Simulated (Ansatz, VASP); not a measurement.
# Si: VASP beside Ansatz

File INCAR:

```
  ALGO = Normal
  EDIFF = 1E-6
  ENCUT = 500
  GGA = PE
  GGA_COMPAT = F
  ISIF = 2
  ISMEAR = -1
  LASPH = T
  LCHARG = F
  LREAL = F
  LWAVE = F
  NBANDS = 11
  NELM = 120
  PREC = Accurate
  SIGMA = 0.1
```

KPOINTS

```
k-points
0
Gamma
  10 10 10
```

POSCAR

```
Si
1.0
    0.0000000000      2.7216000000      2.7216000000
    2.7216000000      0.0000000000      2.7216000000
    2.7216000000      2.7216000000      0.0000000000
Si
2
Direct
    0.5000000000      0.5000000000      0.5000000000
    0.7500000000      0.7500000000      0.7500000000
```

Input for Ansatz:

```yaml
crystal:
  lattice:
    - [0.0, 2.7216, 2.7216]
    - [2.7216, 0.0, 2.7216]
    - [2.7216, 2.7216, 0.0]
  atoms:
    - { symbol: Si, position: [0.5, 0.5, 0.5] }
    - { symbol: Si, position: [0.75, 0.75, 0.75] }
hamiltonian:
  xc: pbe
  pseudopotentials: { kind: paw }
basis:
  ecutwfc: 420
kpoints:
  mp_grid: { grid: [10, 10, 10] }
scf:
  occupations: { method: fermi_dirac, width: 0.1 }
  lower_state_search: "off"
  algorithm: density_mixing
  max_iter: 50
  mixing: { algorithm: anderson, ndim: 2, beta: 0.5, preconditioner: none }
output:
  forces: true
  stress: true
```

Alike in both runs: task single point; functional PBE; k mesh 10 × 10 × 10; occupations fermi-dirac, width 0.1 eV; no spin polarisation.

```csv
,VASP,Ansatz
version,VASP 6.6.1,Ansatz 0.2.0
potentials or method,"VASP PAW PBE potentials, release 64 (Si), cutoff 500 eV","PAW, plane waves, scalar-relativistic"
valence electrons in the cell,8,8
```

|  | VASP | Ansatz | Ansatz less VASP |
| --- | --- | --- | --- |
| pressure (GPa) | 1.3 | 1.4 | +0.08 |
